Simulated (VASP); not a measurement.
## LiCl: single point with PBE

The system is LiCl.

```
Li Cl
1.0
     0.00000    2.50064    2.62888
     2.50064    0.00000    2.62888
     2.50064    2.50064    0.00000
Li Cl
1 1
Direct
  0.00000 0.00000 0.00000
  0.50000 0.50000 0.50000
```

This cell differs from its parent crystal: strain -0.025 along x and y, +0.025 along z.

```yaml
Program: VASP 6.6.1
Task: single point
Functional: PBE
Potentials_or_basis: VASP PAW PBE potentials, release 64 (Li_sv, Cl)
Cutoff: 520 eV
k_mesh: 8 × 8 × 8
Occupations: gaussian, width 0.05 eV
Spin: no spin polarisation
```

```yaml
Band_gap_on_the_k_mesh: 6.42 eV, direct
```

Levels at points of the mesh, in eV from the valence-band top:
| k point | band 3 | band 4 | band 5 | band 6 | band 7 | band 8 |
| --- | --- | --- | --- | --- | --- | --- |
| (0.00, 0.00, 0.00) | -0.12 | -0.12 | 0.00 | 6.42 | 11.61 | 12.05 |
| (0.50, 0.00, 0.00) | -2.99 | -0.41 | -0.27 | 6.70 | 9.27 | 9.64 |
| (0.50, 0.50, 0.00) | -3.09 | -1.12 | -1.12 | 7.98 | 8.34 | 12.13 |
| (0.50, 0.00, 0.50) | -3.09 | -1.45 | -1.11 | 7.85 | 8.12 | 12.84 |

Wall time 32 s on 1 thread of Intel Xeon 8259CL (shared host), peak memory 0.16 GiB.

Caveat: the cell differs from its parent crystal (strain -0.025 along x and y, +0.025 along z). A k mesh can miss the band edges.
